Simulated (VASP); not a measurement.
Write the native input for VASP 6.6.1 that does the following.

```yaml
Task: single point
Functional: PBE
Potentials_or_basis: VASP PAW PBE potentials, release 64 (Ru_pv)
Cutoff: 520 eV
k_mesh: 13 × 13 × 7
Occupations: methfessel-paxton, width 0.3 eV
Spin: no spin polarisation
Dipole_correction: no
Further_INCAR_settings: ALGO = Normal; EDIFF = 1e-07; NBANDS = 21
```

The structure of Ru lies in POSCAR:

```
Ru
1.0
    2.7058000000      0.0000000000      0.0000000000
   -1.3529000000      2.3432915376      0.0000000000
    0.0000000000      0.0000000000      4.2819000000
Ru
2
Direct
    0.3333330000      0.6666670000      0.2500000000
    0.6666670000      0.3333330000      0.7500000000
```

These files were run (other wordings do the same):

INCAR

```
PREC     = Accurate       # precision mode
ENCUT    = 520            # plane-wave cutoff, eV
EDIFF    = 1E-7           # SCF threshold, eV
ISMEAR   = 1              # smearing method
SIGMA    = 0.3            # smearing width, eV
LREAL    = F              # projectors in reciprocal space
LASPH    = T              # aspherical terms in the spheres
NELM     = 60             # most SCF steps
ALGO     = Normal         # electronic algorithm
ISIF     = 2              # what is computed and relaxed
LWAVE    = F              # write WAVECAR
LCHARG   = F              # write CHGCAR
GGA      = PE             # functional
NBANDS   = 21             # bands
```

KPOINTS

```
Automatic mesh
0
Gamma
  13 13 7
```

Potentials or basis: VASP PAW PBE potentials, release 64 (Ru_pv).

The run is started by

```sh
$ cat potpaw_PBE.64/Ru_pv/POTCAR > POTCAR
$ mpirun -np 1 vasp_std > vasp.out
```

Results of the run:

```yaml
Pressure: 4.4 GPa
Band_gap_on_the_k_mesh: zero (band 14 reaches 14.31 eV, above the bottom of band 15 at 11.32 eV)
```

Wall time 22 s on 1 thread of Intel(R) Xeon(R) Platinum 8375C CPU @ 2.90GHz (Ice Lake), on a shared host, peak memory 0.16 GiB.
